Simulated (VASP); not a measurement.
# Be16P in VASP: a series of runs

Runs on Be16P. Level: PBE. Tasks: single point.

All numbers are computed with VASP 6.6.1; they aren't measurements. Logs are shortened: lines on timing, memory, paths and dates and some standing lists are left out, and cuts for length are marked.

**1. The cell of the first run**

The cell holds a slab with vacuum, 17 atoms: a = 4.580 Å, b = 4.580 Å, c = 17.383 Å, α = 90.00°, β = 90.00°, γ = 60.00°.

**2. Single point, PBE**

INCAR

```
ALGO = Normal ; EDIFF = 1E-7
ENCUT = 520 ; GGA = PE
ISIF = 2 ; ISMEAR = -1
LASPH = True ; LCHARG = True
LELF = True ; LREAL = Auto
LVHAR = True ; LWAVE = False
NBANDS = 32 ; NELM = 80
PREC = Accurate ; SIGMA = 0.15
```

KPOINTS

```
k-points
0
Gamma
  3 3 1
```

POSCAR

```
Be16P
1.0
    4.5800000000      0.0000000000      0.0000000000
    2.2900000000      3.9663960000      0.0000000000
    0.0000000000      0.0000000000     17.3826450000
Be P
16 1
Direct
   -0.1666626328      0.3333252656      0.0575286442
    0.3333373672      0.3333252656      0.0575286442
   -0.1666628849      0.8333257698      0.0575286442
    0.3333371151      0.8333257698      0.0575286442
    0.0267950307      0.0033531700      0.1631109650
    0.5143917993     -0.0085215899      0.1761872258
    0.0359780924      0.5135896668      0.1766762193
    0.5194704480      0.4870416368      0.1657630355
   -0.1459863449      0.3462084976      0.2625434737
    0.3730307024      0.3450739664      0.2866422227
   -0.1706308692      0.8516547516      0.2749006265
    0.2876085284      0.8233418953      0.2594541855
    0.0684020370      0.1108815156      0.3570170132
    0.6029357899      0.1476655382      0.4074293642
    0.0636767667      0.5463145889      0.3732746081
    0.5972037096      0.5987803538      0.3609404668
   -0.2166767659      0.4668469815      0.4669197352
```

Potentials or basis: VASP PAW PBE potentials, release 64 (Be, P).

Launch:

```console
$ cat potpaw_PBE.64/Be/POTCAR potpaw_PBE.64/P/POTCAR > POTCAR
$ mpirun -np 1 vasp_std > vasp.out
```

OUTCAR:

```text
EDIFF = 1E-7
   ENCUT = 520
   GGA = PE
   ISIF = 2
   ISMEAR = -1
   LASPH = True
   LREAL = Auto
   NELM = 80
   PREC = Accurate

 ion  position               nearest neighbor table
   1  0.833  0.333  0.058-   8 2.26   5 2.26   4 2.29   3 2.29   2 2.29   2 2.29   3 2.29   4 2.29

   2  0.333  0.333  0.058-   3 2.29   4 2.29   1 2.29   1 2.29   4 2.29   3 2.29   8 2.32   7 2.39

   3  0.833  0.833  0.058-   2 2.29   1 2.29   4 2.29   4 2.29   1 2.29   2 2.29   5 2.33
   4  0.333  0.833  0.058-   5 2.20   1 2.29   2 2.29   3 2.29   3 2.29   2 2.29   1 2.29   8 2.33
[... 13 lines left out ...]
  11  0.829  0.852  0.275-  12 2.05   6 2.12  15 2.13   7 2.18  10 2.19   9 2.27   9 2.33
  12  0.288  0.823  0.259-   5 1.98  11 2.05  13 2.07  10 2.08   8 2.13   6 2.14  16 2.17   9 2.22

  13  0.068  0.111  0.357-   9 1.94  15 2.00  12 2.07  16 2.20  14 2.23  16 2.39  17 2.43
  14  0.603  0.148  0.407-  16 2.21  13 2.23  17 2.26  15 2.30  10 2.32
  15  0.064  0.546  0.373-  10 1.95  13 2.00  16 2.04  11 2.13  17 2.21  14 2.30
  16  0.597  0.599  0.361-  17 1.99  15 2.04   9 2.07  12 2.17  13 2.20  14 2.21  10 2.29  13 2.39

  17  0.783  0.467  0.467-  16 1.99  15 2.21  14 2.26  13 2.43

  LATTYP: Found a hexagonal cell.
 ALAT       =     4.5799996975
 C/A-ratio  =     3.7953375869

  Lattice vectors:

 A1 = (  -2.2900000000,  -3.9663960000,   0.0000000000)
 A2 = (   4.5800000000,   0.0000000000,   0.0000000000)
 A3 = (   0.0000000000,   0.0000000000,  17.3826450000)

Analysis of symmetry for initial positions (statically):
=====================================================================
 Subroutine PRICEL returns:
 Original cell was already a primitive cell.

 Routine SETGRP: Setting up the symmetry group for a
 hexagonal supercell.

 Subroutine GETGRP returns: Found  1 space group operations
 (whereof  1 operations were pure point group operations)
 out of a pool of 24 trial point group operations.

The static configuration has the point symmetry C_1 .

Analysis of symmetry for dynamics (positions and initial velocities):
=====================================================================
 Subroutine PRICEL returns:
 Original cell was already a primitive cell.

 Routine SETGRP: Setting up the symmetry group for a
 hexagonal supercell.

 Subroutine GETGRP returns: Found  1 space group operations
 (whereof  1 operations were pure point group operations)
 out of a pool of 24 trial point group operations.

The dynamic configuration has the point symmetry C_1 .

 Subroutine INISYM returns: Found  1 space group operations
 (whereof  1 operations are pure point group operations),
[... 112 lines left out ...]
   ISIF   =      2    stress and relaxation
   ISYM   =      2    0-nonsym 1-usesym 2-fastsym
   POTIM  = 0.5000    time-step for ionic-motion
   TEBEG  =    0.0;   TEEND  =   0.0 temperature during run
   PSTRESS=    0.0 pullay stress
   NELECT =      37.0000    total number of electrons
   NUPDOWN=      -1.0000    fix difference up-down
   EMIN   =  10.00;   EMAX   =-10.00  energy-range for DOS
   EFERMI =   0.00;   METHOD = LEGACY
   ISMEAR =    -1;   SIGMA  =   0.15  broadening in eV -4-tet -1-fermi 0-gaus
   EFERMI_NEDOS =   21; number of points for ismear=-14 and -15
   IALGO  =     38    algorithm
   IMIX   =      4    mixing-type and parameters
     AMIX     =   0.40;   BMIX     =  1.00
     AMIX_MAG =   1.60;   BMIX_MAG =  1.00
  volume/ion in A,a.u.               =      18.57       125.35
  Fermi-wavevector in a.u.,A,eV,Ry     =   0.801093  1.513846  8.731539  0.641750
  Thomas-Fermi vector in A             =   1.908514
   LORBIT       =      0    0 simple, 1 ext, 2 COOP (PROOUT), +10 PAW based schemes
   GGA     = PE    functional components
   LHFCALC =     F    Hartree Fock is set to
   AEXX    =    0.0000 exact exchange contribution
   IVDW    =     0    specifies the selected vdW correction
   LEPSILON=     F    determine dielectric tensor
   LRPA    =     F    only Hartree local field effects (RPA)
 non-spin polarized calculation
  energy-cutoff  :      520.00
  volume of cell :      315.77
 maximum number of plane-waves:      8615
 NGX is ok and might be reduce to    36
   NGX = 17   NGY = 17   NGZ = 65

 number of electron      37.0000000 magnetization

 Free energy of the ion-electron system (eV)
  ---------------------------------------------------
  ext. energy  EPLUGINS =         0.00000000
  ---------------------------------------------------
  free energy    TOTEN  =       -59.75669635 eV

  energy without entropy =      -59.38496128  energy(sigma->0) =      -59.57082882

 E-fermi :   0.4300     XC(G=0):  -6.0711

 val. band max:        0.2908116955   @ k =  -0.3333   0.3333   0.0000
 cond. band min:       0.4347293405   @ k =   0.3333   0.3333   0.0000
 fundamental gap:      0.1439176449
 Fermi energy:         0.4299645628

 k-point     1 :       0.0000    0.0000    0.0000
  band No.  band energies     occupation
      1     -10.8612      2.00000
      2      -9.6063      2.00000
      3      -8.0263      2.00000
      4      -5.9704      2.00000
      5      -4.1283      2.00000
      6      -3.6686      2.00000
[... 154 lines left out ...]
     29       5.7663      0.00000
     30       6.0365      0.00000
 [bands above 30 left out]

------------------------ aborting loop because EDIFF is reached ----------------------------------------

  FORCE on cell =-STRESS in cart. coord.  units (eV):
  Direction    XX          YY          ZZ          XY          YZ          ZX
  --------------------------------------------------------------------------------------
  -------------------------------------------------------------------------------------
  Total       -7.9568372     -6.3310958      4.4300107     -6.8839506     -3.7241030     -1.9410985
  in kB      -40.3713844    -32.1227013     22.4769795    -34.9277748    -18.8953462     -9.8487416
  external PRESSURE =     -16.6723687 kB  Pullay stress =       0.0000000 kB

 VOLUME and BASIS-vectors are now :
 -----------------------------------------------------------------------------
  energy-cutoff  :      520.00
  volume of cell :      315.77
      direct lattice vectors                 reciprocal lattice vectors
     4.580000000  0.000000000  0.000000000     0.218340611 -0.126059022  0.000000000
     2.290000000  3.966396000  0.000000000     0.000000000  0.252118044  0.000000000
     0.000000000  0.000000000 17.382645000     0.000000000  0.000000000  0.057528644

 POSITION                                       TOTAL-FORCE (eV/Angst)
 -----------------------------------------------------------------------------------
      4.58000      1.32210      1.00000         0.204774      0.024935     -0.086244
      2.29000      1.32210      1.00000        -0.034078     -0.058127      0.452619
      5.72500      3.30530      1.00000         0.095888     -0.012401      0.350483
      3.43500      3.30530      1.00000         0.169955     -0.074379     -0.073717
      0.13040      0.01330      2.83530        -0.673952      0.410614     -0.222885
      4.62640      3.93260      3.06260         0.167593      0.343220     -0.602828
[... 9 lines left out ...]
      4.10640      2.37500      6.27410        -1.381427      1.058009     -0.800258
      4.65670      1.85170      8.11630         0.406271     -1.140510      0.168184
 -----------------------------------------------------------------------------------
    total drift:                               -0.000805     -0.000321     -0.001747

  FREE ENERGIE OF THE ION-ELECTRON SYSTEM (eV)
  ---------------------------------------------------
  free  energy   TOTEN  =       -59.7566963538 eV

  energy  without entropy=      -59.3849612790  energy(sigma->0) =      -59.57082882
```

OSZICAR:

```text
N       E                     dE             d eps       ncg     rms          rms(c)
DAV:   1     0.102683187621E+03    0.10268E+03   -0.12680E+04   320   0.877E+02
DAV:   2    -0.544718188274E+02   -0.15716E+03   -0.14985E+03   408   0.173E+02
DAV:   3    -0.640920311917E+02   -0.96202E+01   -0.93765E+01   416   0.390E+01
[... 16 lines left out ...]
DAV:  20    -0.597566941837E+02   -0.35628E-05   -0.39396E-07   424   0.216E-03    0.483E-04
DAV:  21    -0.597566958361E+02   -0.16525E-05   -0.22622E-07   384   0.127E-03    0.304E-04
DAV:  22    -0.597566961675E+02   -0.33134E-06   -0.52423E-08   336   0.584E-04    0.999E-05
DAV:  23    -0.597566963131E+02   -0.14561E-06   -0.22136E-08   328   0.361E-04    0.125E-04
DAV:  24    -0.597566963538E+02   -0.40666E-07   -0.58039E-09   296   0.224E-04
   1 F= -.59756696E+02 E0= -.59570829E+02  d E =-.371735E+00
```

Wall time 2.1 min (1 thread of Intel Xeon Platinum 8488C (Sapphire Rapids), shared host); peak memory 0.41 GiB.

What came out:

| Property | Result |
| --- | --- |
| Free energy | -59.7567 eV |
| Largest force | 2.035 eV/Å |
| Band gap on the k mesh | zero (an odd number of electrons rules out a gap without spin polarisation) |

Forces on the atoms (eV/Å):
```
Be   0.205  0.025 -0.086
Be  -0.034 -0.058  0.453
Be   0.096 -0.012  0.350
Be   0.170 -0.074 -0.074
Be  -0.674  0.411 -0.223
Be   0.168  0.343 -0.603
Be  -0.020  0.041 -1.034
Be   0.198  0.199 -0.130
Be  -0.363  0.226 -0.598
Be  -0.388 -1.127 -0.994
Be  -0.101  0.243  0.337
Be   1.514 -0.168  0.382
Be  -0.046 -0.939  1.744
Be  -0.374 -0.348 -0.310
Be   0.625  1.322  1.416
Be  -1.381  1.058 -0.800
P    0.406 -1.141  0.168
```

Levels at points of the mesh, in eV from the Fermi level:
```
           k point  band 16  band 17  band 18  band 19  band 20  band 21
(0.00, 0.00, 0.00)    -1.90    -1.75    -1.67    -1.28    -0.31     0.90
```

Caveat: the k points lie up to 0.53 Å⁻¹ apart, too coarse for converged energies and pressures of a metal; the atoms stand as in a frame of molecular dynamics.

**3. Single point, PBE**

INCAR

```
SYSTEM = Be16P
  PREC = Accurate
  ENCUT = 520
  EDIFF = 1E-7
  ISMEAR = -1
  SIGMA = 0.15
  LREAL = Auto
  LASPH = .TRUE.
  NELM = 80
  ALGO = Normal
  ISIF = 2
  LWAVE = .FALSE.
  LCHARG = .FALSE.
  GGA = PE
  NBANDS = 32
```

KPOINTS

```
regular mesh
0
G
  3 3 1
  0 0 0
```

POSCAR

```
Be16P
1.0
    4.5800000000      0.0000000000      0.0000000000
    2.2900000000      3.9663960000      0.0000000000
    0.0000000000      0.0000000000     17.3826450000
Be P
16 1
Direct
   -0.1666626328      0.3333252656      0.0575286442
    0.3333373672      0.3333252656      0.0575286442
   -0.1666628849      0.8333257698      0.0575286442
    0.3333371151      0.8333257698      0.0575286442
   -0.0497568326      0.0736184688      0.1740241488
    0.4777854782      0.0273548077      0.1818940673
   -0.0389054084      0.5596012098      0.1804558512
    0.4321012420      0.5330027562      0.1716309572
   -0.2277043980      0.4275922021      0.2787723042
    0.2357433433      0.3604783789      0.2847150132
   -0.2283575185      0.9058853428      0.2877812899
    0.2061463259      0.9077510163      0.2878963472
   -0.0057629568      0.1396481844      0.3899176449
    0.4805188344      0.1524557810      0.3880537168
    0.0198181829      0.6321103591      0.4194873680
    0.5172361380      0.6405058900      0.3920634633
   -0.3163224639      0.4920335741      0.4957761031
```

Potentials or basis: VASP PAW PBE potentials, release 64 (Be, P).

Launch:

```console
$ cat potpaw_PBE.64/Be/POTCAR potpaw_PBE.64/P/POTCAR > POTCAR
$ mpirun -np 1 vasp_std > vasp.out
```

OUTCAR:

```text
SYSTEM = Be16P
   PREC = Accurate
   ENCUT = 520
   EDIFF = 1E-7
   ISMEAR = -1
   LREAL = Auto
   LASPH = .TRUE.
   NELM = 80
   ISIF = 2
   GGA = PE

 ion  position               nearest neighbor table
   1  0.833  0.333  0.058-   5 2.27   4 2.29   3 2.29   2 2.29   2 2.29   3 2.29   4 2.29
   2  0.333  0.333  0.058-   3 2.29   4 2.29   1 2.29   1 2.29   4 2.29   3 2.29   8 2.32
   3  0.833  0.833  0.058-   2 2.29   1 2.29   4 2.29   4 2.29   1 2.29   2 2.29
   4  0.333  0.833  0.058-   1 2.29   2 2.29   3 2.29   3 2.29   2 2.29   1 2.29   8 2.33
   5  0.950  0.074  0.174-  12 2.23   8 2.25   7 2.25   1 2.27   6 2.28   9 2.30   6 2.32   7 2.33
                             8 2.35
[... 391 lines left out ...]
  in kB      -52.4231377    -45.6422500    -23.6692154    -26.2851481    -23.5582088     10.4807291
  external PRESSURE =     -40.5782010 kB  Pullay stress =       0.0000000 kB

 VOLUME and BASIS-vectors are now :
 -----------------------------------------------------------------------------
  energy-cutoff  :      520.00
  volume of cell :      315.77
      direct lattice vectors                 reciprocal lattice vectors
     4.580000000  0.000000000  0.000000000     0.218340611 -0.126059022  0.000000000
     2.290000000  3.966396000  0.000000000     0.000000000  0.252118044  0.000000000
     0.000000000  0.000000000 17.382645000     0.000000000  0.000000000  0.057528644

 POSITION                                       TOTAL-FORCE (eV/Angst)
 -----------------------------------------------------------------------------------
      4.58000      1.32210      1.00000        -0.068025      0.280015      0.126384
      2.29000      1.32210      1.00000        -0.214739      0.042983      0.335627
      5.72500      3.30530      1.00000        -0.031355      0.192949      0.393446
      3.43500      3.30530      1.00000        -0.075636      0.331799      0.255785
      4.52070      0.29200      3.02500        -0.155788     -0.631816      0.135022
      2.25090      0.10850      3.16180        -0.590509      0.235007     -0.279181
[... 9 lines left out ...]
      3.83570      2.54050      6.81510        -0.901967      0.815839     -1.397847
      4.25800      1.95160      8.61790         0.777390     -1.080139     -0.121123
 -----------------------------------------------------------------------------------
    total drift:                               -0.000495      0.000568     -0.000336

  FREE ENERGIE OF THE ION-ELECTRON SYSTEM (eV)
  ---------------------------------------------------
  free  energy   TOTEN  =       -59.2646531075 eV

  energy  without entropy=      -58.8620910642  energy(sigma->0) =      -59.06337209
```

stdout:

```text
POSCAR found type information on POSCAR BeP
 POSCAR found :  2 types and      17 ions
 scaLAPACK will be used
 LDA part: xc-table for (Slater+PW92), standard interpolation
 POSCAR, INCAR and KPOINTS ok, starting setup
 FFT: planning ... GRIDC
 FFT: planning ... GRID_SOFT
 FFT: planning ... GRID
 WAVECAR not read
 entering main loop
```

Wall time 1.7 min (1 thread of Intel Xeon Platinum 8488C (Sapphire Rapids), shared host); peak memory 0.41 GiB.

Results:

```yaml
Free_energy: -59.2647 eV
Largest_force: 2.446 eV/Å
Band_gap_on_the_k_mesh: zero (an odd number of electrons rules out a gap without spin polarisation)
```

Forces on the atoms (eV/Å):
```
Be  -0.068  0.280  0.126
Be  -0.215  0.043  0.336
Be  -0.031  0.193  0.393
Be  -0.076  0.332  0.256
Be  -0.156 -0.632  0.135
Be  -0.591  0.235 -0.279
Be  -0.326 -0.096 -0.343
Be   1.023  0.304  0.229
Be  -1.812 -0.434 -0.143
Be   1.390  0.747  0.053
Be  -0.869 -0.076 -0.018
Be   2.121 -1.041 -0.634
Be  -0.200  0.652  0.777
Be   0.576 -0.307  0.922
Be  -0.644  0.064 -0.291
Be  -0.902  0.816 -1.398
P    0.777 -1.080 -0.121
```

Caveat: the k points lie up to 0.53 Å⁻¹ apart, too coarse for converged energies and pressures of a metal; the atoms stand as in a frame of molecular dynamics.

[end of part 1 of 2]
